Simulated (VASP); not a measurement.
Set up this calculation in VASP 6.6.1, as the native input.

```
Task                    : single point
Functional              : PBE
Potentials or basis     : VASP PAW PBE potentials, release 64 (Zn, Sn_d, O)
Cutoff                  : 520 eV
k mesh                  : 12 × 12 × 4
Occupations             : gaussian, width 0.1 eV
Spin                    : no spin polarisation
Dipole correction       : no
k mesh for the DOS      : 18 × 18 × 6
Occupations for the DOS : tetrahedron
Further INCAR settings  : ALGO = Normal; EDIFF = 1e-06
```

Crystal: Zn3SnO3.

```
Zn Sn O
1.0
     3.34026    0.00000    0.00000
    -1.67013    2.89275    0.00000
     0.00000    0.00000   10.82605
Zn Sn O
3 1 3
Cartesian
  1.6701 0.9643 5.2567
  0.0000 1.9285 2.6478
  0.0000 0.0000 0.0343
  0.0000 1.9285 8.4824
  1.6701 0.9643 7.2696
  0.0000 1.9285 4.6573
  0.0000 0.0000 2.0406
```

These files were run (other wordings do the same):

POSCAR

```
Zn3SnO3
1.0
    3.3402648677      0.0000000000      0.0000000000
   -1.6701324338      2.8927542308      0.0000000000
    0.0000000000      0.0000000000     10.8260476871
Zn Sn O
3 1 3
Direct
    0.6666666667      0.3333333333      0.4855629817
    0.3333333333      0.6666666667      0.2445735808
    0.0000000000      0.0000000000      0.0031715945
    0.3333333333      0.6666666667      0.7835131487
    0.6666666667      0.3333333333      0.6714927489
    0.3333333333      0.6666666667      0.4301948311
    0.0000000000      0.0000000000      0.1884911143
```

INCAR.step1

```
ALGO = Normal
EDIFF = 1E-6
ENCUT = 520
GGA = PE
GGA_COMPAT = False
ISIF = 2
ISMEAR = 0
LASPH = True
LCHARG = True
LORBIT = 11
LREAL = False
LWAVE = False
NBANDS = 43
NEDOS = 2001
NELM = 120
PREC = Accurate
SIGMA = 0.1
```

KPOINTS.step1

```
k-points
0
Gamma
  12 12 4
```

INCAR.step2

```
ALGO = Normal
EDIFF = 1E-6
ENCUT = 520
GGA = PE
GGA_COMPAT = False
ICHARG = 11
ISIF = 2
ISMEAR = -5
LASPH = True
LCHARG = False
LORBIT = 10
LREAL = False
LWAVE = False
NEDOS = 1001
NELM = 120
PREC = Accurate
SIGMA = 0.1
```

KPOINTS.step2

```
k-points
0
Gamma
  18 18 6
```

Potentials or basis: VASP PAW PBE potentials, release 64 (Zn, Sn_d, O).

Launch:

```sh
$ cat potpaw_PBE.64/Zn/POTCAR potpaw_PBE.64/Sn_d/POTCAR potpaw_PBE.64/O/POTCAR > POTCAR
$ cp INCAR.step1 INCAR
$ cp KPOINTS.step1 KPOINTS
$ mpirun -np 1 vasp_std > vasp.out
$ cp INCAR.step2 INCAR
$ cp KPOINTS.step2 KPOINTS
$ mpirun -np 1 vasp_std > vasp.out
```

Results of the run:

- Valence electrons inside the program's atomic spheres: Zn 10.75, 10.76, 10.68; Sn 12.14; O 4.96, 4.97 (each value once)

It took 33 min on 1 thread of Intel Xeon 8259CL, with other jobs on the host, peak memory 0.79 GiB.
